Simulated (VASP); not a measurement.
# AlB3As4 (P-4m2) in VASP: single point with PBE

Aim: the single point of AlB3As4 with PBE.

Program: VASP 6.6.1. These are calculated values, not measurements. Logs are shortened: lines on timing, memory, paths and dates and some standing lists are left out, and cuts for length are marked.

### Step 1. The cell of the first run

The structure is tetragonal, space group P-4m2 (No. 115). The conventional cell has a = 3.621 Å, b = 3.621 Å, c = 10.241 Å, α = 90.00°, β = 90.00°, γ = 90.00°. Al (site symmetry -4m2) has 4 As at 2.22 Å within 2.9 Å. Within 2.9 Å of B (site symmetry 2mm) lie 4 As at 2.22 Å. Within 2.9 Å of B (site symmetry -4m2) lie 4 As at 2.22 Å. As (site symmetry 2mm) has 4 B at 2.22 Å within 2.9 Å. Within 2.9 Å of As (site symmetry 2mm) lie 2 Al at 2.22 Å and 2 B at 2.22 Å.

### Step 2. Single point, PBE

Input file INCAR:

```
PREC = Accurate
ENCUT = 520
EDIFF = 1E-6
ISMEAR = 0
SIGMA = 0.1
LREAL = False
LASPH = True
NELM = 80
ALGO = Normal
ISIF = 2
LWAVE = False
LCHARG = False
GGA = PE
NBANDS = 26
```

Input file KPOINTS:

```
regular mesh
0
Gamma
  6 6 2
```

Input file POSCAR:

```
AlB3As4
1.0
    3.6207177200      0.0000000000      0.0000000000
    0.0000000000      3.6207177200      0.0000000000
    0.0000000000      0.0000000000     10.2409362200
Al B As
1 3 4
Direct
    0.0000000000      0.0000000000      0.0000000000
    0.5000000000      0.5000000000      0.2500000000
    0.0000000000      0.0000000000      0.5000000000
    0.5000000000      0.5000000000      0.7500000000
    0.5000000000      0.0000000000      0.3750000000
    0.0000000000      0.5000000000      0.6250000000
    0.5000000000      0.0000000000      0.8750000000
    0.0000000000      0.5000000000      0.1250000000
```

Potentials or basis: VASP PAW PBE potentials, release 64 (Al, B, As).

Run with:

```bash
$ cat potpaw_PBE.64/Al/POTCAR potpaw_PBE.64/B/POTCAR potpaw_PBE.64/As/POTCAR > POTCAR
$ mpirun -np 1 vasp_std > vasp.out
```

OUTCAR:

```text
PREC = Accurate
   ENCUT = 520
   EDIFF = 1E-6
   ISMEAR = 0
   LREAL = False
   LASPH = True
   NELM = 80
   ISIF = 2
   GGA = PE

 ion  position               nearest neighbor table
   1  0.000  0.000  0.000-   7 2.22   8 2.22   8 2.22   7 2.22
   2  0.500  0.500  0.250-   5 2.22   8 2.22   5 2.22   8 2.22
   3  0.000  0.000  0.500-   5 2.22   6 2.22   6 2.22   5 2.22
   4  0.500  0.500  0.750-   6 2.22   7 2.22   7 2.22   6 2.22
   5  0.500  0.000  0.375-   2 2.22   3 2.22   2 2.22   3 2.22
   6  0.000  0.500  0.625-   3 2.22   4 2.22   3 2.22   4 2.22
   7  0.500  0.000  0.875-   1 2.22   4 2.22   4 2.22   1 2.22
   8  0.000  0.500  0.125-   1 2.22   2 2.22   1 2.22   2 2.22

  LATTYP: Found a simple tetragonal cell.
 ALAT       =     3.6207177200
 C/A-ratio  =     2.8284271274

  Lattice vectors:

 A1 = (   3.6207177200,   0.0000000000,   0.0000000000)
 A2 = (   0.0000000000,   3.6207177200,   0.0000000000)
 A3 = (   0.0000000000,   0.0000000000,  10.2409362200)

Analysis of symmetry for initial positions (statically):
=====================================================================
 Subroutine PRICEL returns:
 Original cell was already a primitive cell.

 Routine SETGRP: Setting up the symmetry group for a
 simple tetragonal supercell.

 Subroutine GETGRP returns: Found  8 space group operations
 (whereof  8 operations were pure point group operations)
 out of a pool of 16 trial point group operations.

The static configuration has the point symmetry D_2d.

Analysis of symmetry for dynamics (positions and initial velocities):
=====================================================================
 Subroutine PRICEL returns:
 Original cell was already a primitive cell.

 Routine SETGRP: Setting up the symmetry group for a
 simple tetragonal supercell.

 Subroutine GETGRP returns: Found  8 space group operations
 (whereof  8 operations were pure point group operations)
 out of a pool of 16 trial point group operations.

The dynamic configuration has the point symmetry D_2d.

 Subroutine INISYM returns: Found  8 space group operations
 (whereof  8 operations are pure point group operations),
 and found     1 'primitive' translations

----------------------------------------------------------------------------------------

                                     Primitive cell

  volume of cell :     134.2545

  direct lattice vectors                    reciprocal lattice vectors
     3.620717720  0.000000000  0.000000000     0.276188335  0.000000000  0.000000000
     0.000000000  3.620717720  0.000000000     0.000000000  0.276188335  0.000000000
     0.000000000  0.000000000 10.240936220     0.000000000  0.000000000  0.097647322

  length of vectors
     3.620717720  3.620717720 10.240936220     0.276188335  0.276188335  0.097647322

  position of ions in fractional coordinates (direct lattice)
     0.000000000  0.000000000  0.000000000
     0.500000000  0.500000000  0.250000000
     0.000000000  0.000000000  0.500000000
     0.500000000  0.500000000  0.750000000
     0.500000000  0.000000000  0.375000000
     0.000000000  0.500000000  0.625000000
     0.500000000  0.000000000  0.875000000
     0.000000000  0.500000000  0.125000000

  ion indices of the primitive-cell ions
   primitive index   ion index
                 1           1
                 2           2
                 3           3
                 4           4
                 5           5
                 6           6
                 7           7
                 8           8

----------------------------------------------------------------------------------------

 KPOINTS: regular mesh

Automatic generation of k-mesh.
 Grid dimensions read from file:
 generate k-points for:    6    6    2

 Generating k-lattice:

  Cartesian coordinates                     Fractional coordinates (reciprocal lattice)
     0.046031389  0.000000000  0.000000000     0.166666667  0.000000000  0.000000000
     0.000000000  0.046031389  0.000000000     0.000000000  0.166666667  0.000000000
     0.000000000  0.000000000  0.048823661     0.000000000  0.000000000  0.500000000

  Length of vectors
     0.046031389  0.046031389  0.048823661

  Shift w.r.t. Gamma in fractional coordinates (k-lattice)
     0.000000000  0.000000000  0.000000000

 Subroutine IBZKPT returns following result:
 ===========================================

 Found     20 irreducible k-points:

 Following reciprocal coordinates:
            Coordinates               Weight
  0.000000  0.000000  0.000000      1.000000
  0.166667  0.000000  0.000000      4.000000
  0.333333  0.000000  0.000000      4.000000
  0.500000  0.000000  0.000000      2.000000
  0.166667  0.166667  0.000000      4.000000
  0.333333  0.166667  0.000000      8.000000
[... 12 lines left out ...]
  0.500000  0.333333  0.500000      4.000000
  0.500000  0.500000  0.500000      1.000000
   k-points           NKPTS =     20   k-points in BZ     NKDIM =     20   number of bands    NBANDS=     26
   number of dos      NEDOS =    301   number of ions     NIONS =      8
   total plane-waves  NPLWV =  62720
   dimension x,y,z NGX =    28 NGY =   28 NGZ =   80
   dimension x,y,z NGXF=    56 NGYF=   56 NGZF=  160
   ions per type =               1   3   4
   NGX,Y,Z   is equivalent  to a cutoff of  12.86, 12.86, 12.99 a.u.
   NGXF,Y,Z  is equivalent  to a cutoff of  25.71, 25.71, 25.97 a.u.
 SYSTEM =  unknown system
   PREC   = accura    normal or accurate (medium, high low for compatibility)
   ISTART =      0    job   : 0-new  1-cont  2-samecut
   ICHARG =      2    charge: 1-file 2-atom 10-const
   ISPIN  =      1    spin polarized calculation?
   LNONCOLLINEAR =      F non collinear calculations
   LSORBIT =      F    spin-orbit coupling
   LASPH  =      T    aspherical Exc in radial PAW
   ENCUT  =  520.0 eV  38.22 Ry    6.18 a.u.   6.73  6.73 19.04*2*pi/ulx,y,z
   NELM   =     80;   NELMIN=  2; NELMDL= -5     # of ELM steps
   EDIFF  = 0.1E-05   stopping-criterion for ELM
   LREAL  =      F    real-space projection
   EDIFFG = 0.1E-04   stopping-criterion for IOM
   NSW    =      0    number of steps for IOM
   IBRION =     -1    ionic relax: 0-MD 1-quasi-New 2-CG
   NFREE  =      0    steps in history (QN), initial steepest desc. (CG)
   ISIF   =      2    stress and relaxation
   ISYM   =      2    0-nonsym 1-usesym 2-fastsym
   POTIM  = 0.5000    time-step for ionic-motion
   TEBEG  =    0.0;   TEEND  =   0.0 temperature during run
   PSTRESS=    0.0 pullay stress
   NELECT =      32.0000    total number of electrons
   NUPDOWN=      -1.0000    fix difference up-down
   EMIN   =  10.00;   EMAX   =-10.00  energy-range for DOS
   EFERMI =   0.00;   METHOD = LEGACY
   ISMEAR =     0;   SIGMA  =   0.10  broadening in eV -4-tet -1-fermi 0-gaus
   EFERMI_NEDOS =   21; number of points for ismear=-14 and -15
   IALGO  =     38    algorithm
   IMIX   =      4    mixing-type and parameters
     AMIX     =   0.40;   BMIX     =  1.00
     AMIX_MAG =   1.60;   BMIX_MAG =  1.00
  volume/ion in A,a.u.               =      16.78       113.25
  Fermi-wavevector in a.u.,A,eV,Ry     =   1.015037  1.918142 14.018081  1.030300
  Thomas-Fermi vector in A             =   2.148299
   LORBIT       =      0    0 simple, 1 ext, 2 COOP (PROOUT), +10 PAW based schemes
   GGA     = PE    functional components
   LHFCALC =     F    Hartree Fock is set to
   AEXX    =    0.0000 exact exchange contribution
   IVDW    =     0    specifies the selected vdW correction
   LEPSILON=     F    determine dielectric tensor
   LRPA    =     F    only Hartree local field effects (RPA)
 non-spin polarized calculation
 Gauss-broadening in eV      SIGMA  =   0.10
  energy-cutoff  :      520.00
  volume of cell :      134.25
 maximum number of plane-waves:      3664
 NGX is ok and might be reduce to    28
   NGX = 13   NGY = 13   NGZ = 39

 number of electron      31.9999998 magnetization

 Free energy of the ion-electron system (eV)
  ---------------------------------------------------
  ext. energy  EPLUGINS =         0.00000000
  ---------------------------------------------------
  free energy    TOTEN  =       -40.90919168 eV

  energy without entropy =      -40.90919168  energy(sigma->0) =      -40.90919168

 E-fermi :   5.3327     XC(G=0):  -9.8477

 val. band max:        4.8548339291   @ k =   0.0000   0.0000   0.0000
 cond. band min:       5.8567676034   @ k =   0.5000   0.5000   0.0000
 fundamental gap:      1.0019336743
 Fermi energy:         5.3327321812

 k-point     1 :       0.0000    0.0000    0.0000
  band No.  band energies     occupation
      1      -9.0213      2.00000
      2      -7.8970      2.00000
      3      -7.8718      2.00000
      4      -5.8280      2.00000
      5      -2.5603      2.00000
      6       0.5757      2.00000
[... 18 lines left out ...]
     25       8.9824      0.00000
     26       9.1864      0.00000

 k-point     2 :       0.1667    0.0000    0.0000
  band No.  band energies     occupation
      1      -8.7714      2.00000
      2      -7.6841      2.00000
      3      -7.6668      2.00000
      4      -5.8125      2.00000
      5      -2.4193      2.00000
      6      -0.3009      2.00000
[... 18 lines left out ...]
     25       9.4660      0.00000
     26      10.2892      0.00000

 k-point     3 :       0.3333    0.0000    0.0000
  band No.  band energies     occupation
      1      -8.0586      2.00000
      2      -7.1663      2.00000
      3      -7.1416      2.00000
      4      -6.0801      2.00000
      5      -2.1042      2.00000
      6      -1.9477      2.00000
[... 456 lines left out ...]
 k-point    19 :       0.5000    0.3333    0.5000
  band No.  band energies     occupation
      1      -6.3481      2.00000
      2      -6.3113      2.00000
      3      -6.0073      2.00000
      4      -6.0006      2.00000
      5      -2.2513      2.00000
      6      -2.2136      2.00000
[... 18 lines left out ...]
     25      11.5685      0.00000
     26      11.8864      0.00000

 k-point    20 :       0.5000    0.5000    0.5000
  band No.  band energies     occupation
      1      -5.9801      2.00000
      2      -5.9801      2.00000
      3      -5.6181      2.00000
      4      -5.6181      2.00000
      5      -2.6514      2.00000
      6      -2.5700      2.00000
[... 18 lines left out ...]
     25      12.7015      0.00000
     26      12.8034      0.00000

------------------------ aborting loop because EDIFF is reached ----------------------------------------

  FORCE on cell =-STRESS in cart. coord.  units (eV):
  Direction    XX          YY          ZZ          XY          YZ          ZX
  --------------------------------------------------------------------------------------
  -------------------------------------------------------------------------------------
  Total        0.2223168      0.2223168     -0.6967336      0.0000000      0.0000000      0.0000000
  in kB        2.6531010      2.6531010     -8.3147333      0.0000000      0.0000000      0.0000000
  external PRESSURE =      -1.0028437 kB  Pullay stress =       0.0000000 kB

 VOLUME and BASIS-vectors are now :
 -----------------------------------------------------------------------------
  energy-cutoff  :      520.00
  volume of cell :      134.25
      direct lattice vectors                 reciprocal lattice vectors
     3.620717720  0.000000000  0.000000000     0.276188335  0.000000000  0.000000000
     0.000000000  3.620717720  0.000000000     0.000000000  0.276188335  0.000000000
     0.000000000  0.000000000 10.240936220     0.000000000  0.000000000  0.097647322

 POSITION                                       TOTAL-FORCE (eV/Angst)
 -----------------------------------------------------------------------------------
      0.00000      0.00000      0.00000         0.000000      0.000000      0.000000
      1.81036      1.81036      2.56023         0.000000     -0.000000      0.302088
      0.00000      0.00000      5.12047         0.000000      0.000000      0.000000
      1.81036      1.81036      7.68070         0.000000     -0.000000     -0.302088
      1.81036      0.00000      3.84035         0.000000      0.000000      0.055534
      0.00000      1.81036      6.40059         0.000000      0.000000     -0.055534
      1.81036      0.00000      8.96082         0.000000      0.000000     -4.400303
      0.00000      1.81036      1.28012        -0.000000      0.000000      4.400303
 -----------------------------------------------------------------------------------
    total drift:                                0.000000      0.000000      0.000000

  FREE ENERGIE OF THE ION-ELECTRON SYSTEM (eV)
  ---------------------------------------------------
  free  energy   TOTEN  =       -40.9091916814 eV

  energy  without entropy=      -40.9091916814  energy(sigma->0) =      -40.90919168
```

It used 280 s of CPU time on 1 thread of AMD EPYC 7R13 Processor (Zen 3) (shared host).

Results:

* Free energy: -40.9092 eV
* Pressure: -0.1 GPa
* Largest force: 4.400 eV/Å
* Band gap on the k mesh: 1.00 eV, indirect (least direct gap 1.35 eV)

Forces in eV/Å, atoms in the order of the input:
```
Al   0.000  0.000  0.000
B    0.000  0.000  0.302
B    0.000  0.000  0.000
B    0.000  0.000 -0.302
As   0.000  0.000  0.056
As   0.000  0.000 -0.056
As   0.000  0.000 -4.400
As   0.000  0.000  4.400
```

Stress tensor (GPa, compression positive):
```
 0.27  0.00  0.00
 0.00  0.27  0.00
 0.00  0.00 -0.83
```

Levels at points of the mesh, in eV from the valence-band top:
```tsv
k point	band 12	band 13	band 14	band 15	band 16	band 17	band 18	band 19	band 20	band 21
(0.00, 0.00, 0.00)	-2.04	-2.04	-0.27	0.00	0.00	1.35	1.46	1.63	1.76	2.90
(0.50, 0.00, 0.00)	-1.56	-1.54	-1.53	-1.46	-1.25	1.31	2.18	2.85	3.59	3.92
(0.50, 0.50, 0.00)	-4.18	-3.42	-3.32	-3.32	-3.19	1.00	1.25	1.25	2.13	4.66
(0.00, 0.00, 0.50)	-1.40	-1.14	-1.14	-0.68	-0.68	1.14	1.31	2.33	2.38	2.38
(0.50, 0.00, 0.50)	-2.56	-1.76	-1.58	-1.53	-1.26	2.20	2.52	2.65	3.64	4.14
(0.50, 0.50, 0.50)	-3.83	-3.81	-3.78	-3.77	-3.77	1.94	2.20	2.20	2.74	2.97
```

Caveat: forces of over 1 eV/Å act on the atoms, so gaps and moduli don't describe the material at rest. A k mesh can miss the band edges.
